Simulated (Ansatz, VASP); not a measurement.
**Two plane-wave programs on KCl**

```xyz
2
Lattice="3.5649 0.0000 0.0000 0.0000 3.7708 0.0000 0.0000 0.0000 3.7708" Properties=species:S:1:pos:R:3 pbc="T T T"
K     0.0000    0.0000    0.0000
Cl    1.7825    1.8854    1.8854
```

Change from the starting cell: uniaxial_x strain -5.5%.

Alike in both runs: task single point; functional r2SCAN; k mesh 8 × 8 × 8; no spin polarisation.

|  | VASP | Ansatz |
| --- | --- | --- |
| version | VASP 6.6.1 | Ansatz 0.2.0 |
| potentials or method | VASP PAW PBE potentials, release 64 (K_sv, Cl) | plane waves, PAW |
| plane-wave cutoff (eV) | 520 | 500 |
| occupations | gaussian, width 0.01 eV | fixed |
| valence electrons in the cell | 16 | 16 |

|  | VASP | Ansatz | Ansatz less VASP |
| --- | --- | --- | --- |
| gap on the k mesh at the Fermi level (eV) | 5.83 | 5.82 | -0.008 |
| pressure (GPa) | 1.5 | 1.5 | +0.03 |
| traceless stress, the component that is largest in VASP (GPa) | 1.93 | 1.93 | +0.003 |

VASP's potentials were made for PBE, not for r2SCAN.
